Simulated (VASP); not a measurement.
# La (P6_3/mmc) in VASP: a series of runs, part 2 of 3

VASP 6.6.1. Earlier steps stand in the parts before.

### Step 3. Single point, PBE

INCAR reads:

```
SYSTEM = La
PREC = Accurate
ENCUT = 520
EDIFF = 1E-6
ISMEAR = -1
SIGMA = 0.1
LREAL = .False.
LASPH = .True.
NELM = 60
ALGO = Normal
ISIF = 2
LWAVE = .False.
LCHARG = .True.
GGA = PE
LELF = .True.
LVHAR = .True.
NBANDS = 30
```

KPOINTS reads:

```
regular mesh
0
Gamma
  5 5 2
  0 0 0
```

POSCAR reads:

```
La
1.0
    3.7726980145      0.0000000000      0.0000000000
   -1.8863490072      3.2672523214      0.0000000000
    0.0000000000      0.0000000000     12.1127038589
La
4
Direct
    0.0000000000      0.0000000000      0.0000000000
    0.0000000000      1.0000000000      0.5000000000
    0.3333333333      0.6666666667      0.7500000000
    0.6666666667      0.3333333333      0.2500000000
```

Potentials or basis: VASP PAW PBE potentials, release 64 (La).

On the command line:

```
$ cat potpaw_PBE.64/La/POTCAR > POTCAR
$ mpirun -np 1 vasp_std > vasp.out
```

OUTCAR:

```text
SYSTEM = La
   PREC = Accurate
   ENCUT = 520
   EDIFF = 1E-6
   ISMEAR = -1
   LREAL = .False.
   LASPH = .True.
   NELM = 60
   ISIF = 2
   GGA = PE

 ion  position               nearest neighbor table
   1  0.000  0.000  0.000-
   2  0.000  0.000  0.500-
   3  0.333  0.667  0.750-
   4  0.667  0.333  0.250-

  LATTYP: Found a hexagonal cell.
 ALAT       =     3.7726980145
 C/A-ratio  =     3.2106211025

  Lattice vectors:

 A1 = (   3.7726980145,   0.0000000000,   0.0000000000)
 A2 = (  -1.8863490072,   3.2672523214,   0.0000000000)
 A3 = (   0.0000000000,   0.0000000000,  12.1127038589)

Analysis of symmetry for initial positions (statically):
=====================================================================
 Subroutine PRICEL returns:
 Original cell was already a primitive cell.

 Routine SETGRP: Setting up the symmetry group for a
 hexagonal supercell.

 Subroutine GETGRP returns: Found 24 space group operations
 (whereof 12 operations were pure point group operations)
 out of a pool of 24 trial point group operations.

The static configuration has the point symmetry D_3d.
 The point group associated with its full space group is D_6h.

Analysis of symmetry for dynamics (positions and initial velocities):
=====================================================================
 Subroutine PRICEL returns:
 Original cell was already a primitive cell.

 Routine SETGRP: Setting up the symmetry group for a
 hexagonal supercell.

 Subroutine GETGRP returns: Found 24 space group operations
 (whereof 12 operations were pure point group operations)
 out of a pool of 24 trial point group operations.

The dynamic configuration has the point symmetry D_3d.
 The point group associated with its full space group is D_6h.

 Subroutine INISYM returns: Found 24 space group operations
 (whereof 12 operations are pure point group operations),
 and found     1 'primitive' translations

----------------------------------------------------------------------------------------

                                     Primitive cell

  volume of cell :     149.3055

  direct lattice vectors                    reciprocal lattice vectors
     3.772698014  0.000000000  0.000000000     0.265062297  0.153033788  0.000000000
    -1.886349007  3.267252321  0.000000000     0.000000000  0.306067577  0.000000000
     0.000000000  0.000000000 12.112703859     0.000000000  0.000000000  0.082557950

  length of vectors
     3.772698014  3.772698015 12.112703859     0.306067577  0.306067577  0.082557950

  position of ions in fractional coordinates (direct lattice)
     0.000000000  0.000000000  0.000000000
     0.000000000  0.000000000  0.500000000
     0.333333333  0.666666667  0.750000000
     0.666666667  0.333333333  0.250000000

  ion indices of the primitive-cell ions
   primitive index   ion index
                 1           1
                 2           2
                 3           3
                 4           4

----------------------------------------------------------------------------------------

 KPOINTS: regular mesh

Automatic generation of k-mesh.
 Grid dimensions read from file:
 generate k-points for:    5    5    2

 Generating k-lattice:

  Cartesian coordinates                     Fractional coordinates (reciprocal lattice)
     0.053012459  0.030606758  0.000000000     0.200000000  0.000000000  0.000000000
     0.000000000  0.061213515  0.000000000     0.000000000  0.200000000  0.000000000
     0.000000000  0.000000000  0.041278975     0.000000000  0.000000000  0.500000000

  Length of vectors
     0.061213515  0.061213515  0.041278975

  Shift w.r.t. Gamma in fractional coordinates (k-lattice)
     0.000000000  0.000000000  0.000000000

 Subroutine IBZKPT returns following result:
 ===========================================

 Found     10 irreducible k-points:

 Following reciprocal coordinates:
            Coordinates               Weight
  0.000000  0.000000  0.000000      1.000000
  0.200000  0.000000  0.000000      6.000000
  0.400000  0.000000  0.000000      6.000000
  0.200000  0.200000  0.000000      6.000000
  0.400000  0.200000  0.000000      6.000000
  0.000000  0.000000  0.500000      1.000000
  0.200000  0.000000  0.500000      6.000000
  0.400000  0.000000  0.500000      6.000000
  0.200000  0.200000  0.500000      6.000000
  0.400000  0.200000  0.500000      6.000000
   k-points           NKPTS =     10   k-points in BZ     NKDIM =     10   number of bands    NBANDS=     30
   number of dos      NEDOS =    301   number of ions     NIONS =      4
   total plane-waves  NPLWV =  70560
   dimension x,y,z NGX =    28 NGY =   28 NGZ =   90
   dimension x,y,z NGXF=    56 NGYF=   56 NGZF=  180
   ions per type =               4
   NGX,Y,Z   is equivalent  to a cutoff of  12.34, 12.34, 12.35 a.u.
   NGXF,Y,Z  is equivalent  to a cutoff of  24.68, 24.68, 24.70 a.u.
 SYSTEM =  La
   PREC   = accura    normal or accurate (medium, high low for compatibility)
   ISTART =      0    job   : 0-new  1-cont  2-samecut
   ICHARG =      2    charge: 1-file 2-atom 10-const
   ISPIN  =      1    spin polarized calculation?
   LNONCOLLINEAR =      F non collinear calculations
   LSORBIT =      F    spin-orbit coupling
   LASPH  =      T    aspherical Exc in radial PAW
   ENCUT  =  520.0 eV  38.22 Ry    6.18 a.u.   7.01  7.01 22.52*2*pi/ulx,y,z
   NELM   =     60;   NELMIN=  2; NELMDL= -5     # of ELM steps
   EDIFF  = 0.1E-05   stopping-criterion for ELM
   LREAL  =      F    real-space projection
   EDIFFG = 0.1E-04   stopping-criterion for IOM
   NSW    =      0    number of steps for IOM
   IBRION =     -1    ionic relax: 0-MD 1-quasi-New 2-CG
   NFREE  =      0    steps in history (QN), initial steepest desc. (CG)
   ISIF   =      2    stress and relaxation
   ISYM   =      2    0-nonsym 1-usesym 2-fastsym
   POTIM  = 0.5000    time-step for ionic-motion
   TEBEG  =    0.0;   TEEND  =   0.0 temperature during run
   PSTRESS=    0.0 pullay stress
   NELECT =      44.0000    total number of electrons
   NUPDOWN=      -1.0000    fix difference up-down
   EMIN   =  10.00;   EMAX   =-10.00  energy-range for DOS
   EFERMI =   0.00;   METHOD = LEGACY
   ISMEAR =    -1;   SIGMA  =   0.10  broadening in eV -4-tet -1-fermi 0-gaus
   EFERMI_NEDOS =   21; number of points for ismear=-14 and -15
   IALGO  =     38    algorithm
   IMIX   =      4    mixing-type and parameters
     AMIX     =   0.40;   BMIX     =  1.00
     AMIX_MAG =   1.60;   BMIX_MAG =  1.00
  volume/ion in A,a.u.               =      37.33       251.89
  Fermi-wavevector in a.u.,A,eV,Ry     =   1.089433  2.058729 16.148263  1.186864
  Thomas-Fermi vector in A             =   2.225636
   LORBIT       =      0    0 simple, 1 ext, 2 COOP (PROOUT), +10 PAW based schemes
   GGA     = PE    functional components
   LHFCALC =     F    Hartree Fock is set to
   AEXX    =    0.0000 exact exchange contribution
   IVDW    =     0    specifies the selected vdW correction
   LEPSILON=     F    determine dielectric tensor
   LRPA    =     F    only Hartree local field effects (RPA)
 non-spin polarized calculation
  energy-cutoff  :      520.00
  volume of cell :      149.31
 maximum number of plane-waves:      4035
 NGX is ok and might be reduce to    28
   NGX = 13   NGY = 13   NGZ = 45

 number of electron      43.9999999 magnetization

 Free energy of the ion-electron system (eV)
  ---------------------------------------------------
  ext. energy  EPLUGINS =         0.00000000
  ---------------------------------------------------
  free energy    TOTEN  =       -19.56131766 eV

  energy without entropy =      -19.30535742  energy(sigma->0) =      -19.43333754

 E-fermi :   7.8076     XC(G=0):  -9.5399

 val. band max:        7.7979307292   @ k =   0.2000   0.0000   0.5000
 cond. band min:       7.8219153983   @ k =   0.4000   0.2000   0.0000
 fundamental gap:      0.0239846691
 Fermi energy:         7.8075991434

 k-point     1 :       0.0000    0.0000    0.0000
  band No.  band energies     occupation
      1     -25.0505      2.00000
      2     -24.9594      2.00000
      3     -24.9390      2.00000
      4     -24.8445      2.00000
      5      -9.4466      2.00000
      6      -8.7945      2.00000
[... 319 lines left out ...]
     29       9.4690      0.00000
     30       9.5039      0.00000

------------------------ aborting loop because EDIFF is reached ----------------------------------------

  FORCE on cell =-STRESS in cart. coord.  units (eV):
  Direction    XX          YY          ZZ          XY          YZ          ZX
  --------------------------------------------------------------------------------------
  -------------------------------------------------------------------------------------
  Total        0.6199722      0.6199722     -0.5240162      0.0000000      0.0000000      0.0000000
  in kB        6.6528388      6.6528388     -5.6231477      0.0000000      0.0000000      0.0000000
  external PRESSURE =       2.5608433 kB  Pullay stress =       0.0000000 kB

 VOLUME and BASIS-vectors are now :
 -----------------------------------------------------------------------------
  energy-cutoff  :      520.00
  volume of cell :      149.31
      direct lattice vectors                 reciprocal lattice vectors
     3.772698014  0.000000000  0.000000000     0.265062297  0.153033788  0.000000000
    -1.886349007  3.267252321  0.000000000     0.000000000  0.306067577  0.000000000
     0.000000000  0.000000000 12.112703859     0.000000000  0.000000000  0.082557950

 POSITION                                       TOTAL-FORCE (eV/Angst)
 -----------------------------------------------------------------------------------
      0.00000      0.00000      0.00000        -0.000000      0.000000      0.000000
      0.00000      0.00000      6.05635        -0.000000      0.000000      0.000000
     -0.00000      2.17817      9.08453        -0.000000      0.000000     -0.000000
      1.88635      1.08908      3.02818         0.000000      0.000000      0.000000
 -----------------------------------------------------------------------------------
    total drift:                               -0.000000      0.000000      0.000000

  FREE ENERGIE OF THE ION-ELECTRON SYSTEM (eV)
  ---------------------------------------------------
  free  energy   TOTEN  =       -19.5613176622 eV

  energy  without entropy=      -19.3053574189  energy(sigma->0) =      -19.43333754
```

OSZICAR:

```text
N       E                     dE             d eps       ncg     rms          rms(c)
DAV:   1     0.572648793291E+03    0.57265E+03   -0.14727E+04   600   0.198E+03
DAV:   2     0.115094886571E+03   -0.45755E+03   -0.44764E+03   872   0.391E+02
DAV:   3    -0.266975887568E+01   -0.11776E+03   -0.11525E+03  1008   0.234E+02
DAV:   4    -0.168894115432E+02   -0.14220E+02   -0.13785E+02  1120   0.845E+01
DAV:   5    -0.191929742330E+02   -0.23036E+01   -0.21945E+01  1200   0.336E+01    0.501E+00
DAV:   6    -0.195052718994E+02   -0.31230E+00   -0.32496E+00  1192   0.140E+01    0.246E+00
DAV:   7    -0.195490685086E+02   -0.43797E-01   -0.45038E-01  1200   0.612E+00    0.690E-01
DAV:   8    -0.195592207414E+02   -0.10152E-01   -0.65099E-02  1200   0.222E+00    0.183E-01
DAV:   9    -0.195606195279E+02   -0.13988E-02   -0.79584E-03  1200   0.815E-01    0.124E-01
DAV:  10    -0.195613273658E+02   -0.70784E-03   -0.23178E-03  1128   0.422E-01    0.296E-02
DAV:  11    -0.195613183984E+02    0.89674E-05   -0.21889E-04  1200   0.131E-01    0.153E-02
DAV:  12    -0.195613171575E+02    0.12410E-05   -0.29538E-05   968   0.518E-02    0.562E-03
DAV:  13    -0.195613176622E+02   -0.50477E-06   -0.57946E-06   824   0.232E-02
   1 F= -.19561318E+02 E0= -.19433338E+02  d E =-.255960E+00
```

Run time: 52 s. Hardware: 1 thread of Intel Xeon Platinum 8488C (Sapphire Rapids), shared host; peak memory 0.25 GiB.

What came out:

- Free energy: -19.5613 eV
- Pressure: 0.3 GPa
- Band gap on the k mesh: zero (bands 22 and 23 overlap by 0.86 eV)

Levels at points of the mesh, in eV from the Fermi level:
| k point | band 20 | band 21 | band 22 | band 23 | band 24 | band 25 |
| --- | --- | --- | --- | --- | --- | --- |
| (0.00, 0.00, 0.00) | -1.72 | 0.52 | 0.65 | 1.27 | 1.28 | 1.31 |
| (0.00, 0.00, 0.50) | -1.65 | 0.82 | 0.82 | 1.25 | 1.25 | 1.32 |

Caveat: the k points lie up to 0.38 Å⁻¹ apart, too coarse for converged energies and pressures of a metal; spin-orbit coupling is left out, which moves the levels of the heavy elements.

[end of part 2 of 3]

The gap in the log of VASP goes by the Fermi energy; the results here count the filled bands.